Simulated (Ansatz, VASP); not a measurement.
Si5Te in VASP and in Ansatz

```
CELL_PARAMETERS angstrom
0.00000 3.74505 3.74505
3.74505 0.00000 3.74505
3.74505 3.74505 0.00000
ATOMIC_POSITIONS crystal
Si 0.75000 0.75000 0.75000
Si 0.37581 0.37581 0.87257
Si 0.37581 0.87257 0.37581
Si 0.37581 0.37581 0.37581
Si 0.87257 0.37581 0.37581
Te 0.00000 0.00000 0.00000
```

Change from the starting cell: species swapped into the ZrNi5 type (F-43m, No. 216).

Alike in both runs: functional PBE; k mesh 10 × 10 × 10; occupations gaussian, width 0.1 eV; no spin polarisation.

Ansatz relaxed the structure, and its values are those at the end. VASP's run is a single point on that final structure, the one shown.

```csv
,VASP,Ansatz
version,VASP 6.6.1,Ansatz 0.2.0
potentials or method,"VASP PAW PBE potentials, release 64 (Si, Te), cutoff 500 eV","scalar-relativistic, plane waves, PAW"
valence electrons in the cell,26,36
```

```tsv
	VASP	Ansatz	Ansatz less VASP
gap on the k mesh at the Fermi level (eV)	none	none	-
pressure (GPa)	0.0	0.0	+0.03
rms of the force components (eV/Å)	0.006	0.006	+0.0003
```

A gap of «none» marks a metal or a gap that the smearing closes. With one functional, cell and mesh, what is left measures potentials, basis and numerics. VASP's potentials hold 26 valence electrons a cell and Ansatz's 36, so a difference there can come from the potentials and not from the codes.

Spin-orbit coupling is off throughout.
